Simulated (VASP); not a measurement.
Crystal: SiC.

```xyz
12
Lattice="3.1357 0.0000 0.0000 -1.5679 2.7156 0.0000 0.0000 0.0000 15.3696" Properties=species:S:1:pos:R:3 pbc="T T T"
Si    1.5679    0.9052    7.0439
Si    0.0000    1.8104   14.7287
Si    1.5679    0.9052   12.1681
Si    0.0000    1.8104    4.4833
Si    0.0000    0.0000    9.6060
Si    0.0000    0.0000    1.9212
C     1.5679    0.9052    5.1227
C     0.0000    1.8104   12.8075
C     1.5679    0.9052   10.2469
C     0.0000    1.8104    2.5621
C     0.0000    0.0000    7.6848
C     0.0000    0.0000    0.0000
```

Base run:

```yaml
Program: VASP 6.6.1
Functional: revPBE
Dispersion: D4
Potentials_or_basis: VASP PAW PBE potentials, release 64 (Si, C)
Cutoff: 520 eV
k_mesh: 10 × 10 × 2
Occupations: fermi-dirac, width 0.05 eV
Spin: no spin polarisation
```

Its results: band gap on the k mesh 2.04 eV (least direct gap 3.12 eV); pressure -13.5 GPa; largest force 0.140 eV/Å.

Question: The run is repeated on the same cell with these changes: functional from revPBE to PBE; further incar settings from ALGO = Normal; EDIFF = 1e-06; NBANDS = 36 to ALGO = Normal; EDIFF = 1e-07; NBANDS = 36. What comes out?

Answer: Band gap on the k mesh 2.03 eV (least direct gap 3.11 eV); pressure -11.3 GPa; largest force 0.138 eV/Å.

Caveats: the cell stands under tension; the PAW data sets were made with another functional, which shifts forces and pressure a little (at least some runs).

A k mesh can miss the band edges.
